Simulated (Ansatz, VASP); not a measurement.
# Na2Ti2Sb2O: VASP beside Ansatz

```
CELL_PARAMETERS angstrom
4.48133 -0.15186 0.86205
0.10915 5.47048 0.13380
0.21996 0.48328 6.05193
ATOMIC_POSITIONS crystal
Sb 0.91060 0.95673 0.80549
Sb 0.47043 0.72608 0.16418
Na 0.31582 0.29213 0.48420
Na 0.88421 0.07953 0.25046
Ti 0.83862 0.44654 0.85810
Ti 0.46241 0.76813 0.62351
O 0.01128 0.70052 0.09545
```

Alike in both runs: task single point; functional r2SCAN; k mesh 4 × 4 × 3; occupations gaussian, width 0.05 eV; no spin polarisation.

|  | VASP | Ansatz |
| --- | --- | --- |
| version | VASP 6.6.1 | Ansatz 0.2.0 |
| potentials or method | VASP PAW PBE potentials, release 64 (Sb, Na_pv, Ti_sv, O), cutoff 520 eV | PAW, plane waves, scalar-relativistic |
| valence electrons in the cell | 54 | 78 |

Ansatz gave:

| Property | Result |
| --- | --- |
| rms of the force components (eV/Å) | 0.965 |

What did VASP give for the same quantities?

rms of the force components (eV/Å): 0.974.

VASP's potentials were made for PBE, not for r2SCAN. Atom by atom the forces differ by 0.021 eV/Å (rms over components). VASP's potentials hold 54 valence electrons a cell and Ansatz's 78, so a difference there can come from the potentials and not from the codes. Ansatz's warnings: dm fallback engaged.

Spin-orbit coupling is off throughout.
